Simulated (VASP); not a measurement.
# Cs: single point with PBE

Cs:

```
Cs
1.0
     5.47925    0.00000    0.00000
    -2.73962    4.74517    0.00000
     0.00000    0.00000   17.97032
Cs
4
Direct
  0.00000 0.00000 0.00000
  0.00000 0.00000 0.50000
  0.33333 0.66667 0.25000
  0.66667 0.33333 0.75000
```

This isn't the form of Cs at room conditions, which is bcc.

* Program: VASP 6.6.1
* Task: single point
* Functional: PBE
* Potentials or basis: VASP PAW PBE potentials, release 64 (Cs_sv)
* Cutoff: 520 eV
* k mesh: 8 × 8 × 2
* Occupations: fermi-dirac, width 0.1 eV
* Spin: no spin polarisation

- Pressure: 0.0 GPa
- Band gap on the k mesh: zero (bands 18 and 19 overlap by 1.55 eV)

Levels at points of the mesh, in eV from the Fermi level:
```csv
k point,band 14,band 15,band 16,band 17,band 18,band 19,band 20,band 21,band 22,band 23
"(0.00, 0.00, 0.00)",-10.59,-10.59,-10.59,-1.65,-1.05,-1.05,-0.02,0.75,1.62,1.63
"(0.50, 0.00, 0.00)",-10.63,-10.62,-10.61,-0.01,0.18,0.22,0.32,0.78,0.91,0.99
"(0.00, 0.00, 0.50)",-10.60,-10.60,-10.60,-1.49,-1.49,-0.44,-0.44,1.10,1.10,2.15
"(0.50, 0.00, 0.50)",-10.62,-10.62,-10.62,0.06,0.06,0.29,0.29,0.82,0.82,1.05
```

Wall time 2.2 min on 1 thread of Intel(R) Xeon(R) 6975P-C (Granite Rapids) (shared host), peak memory 0.58 GiB.

Caveat: spin-orbit coupling is left out, which moves the levels of the heavy elements.
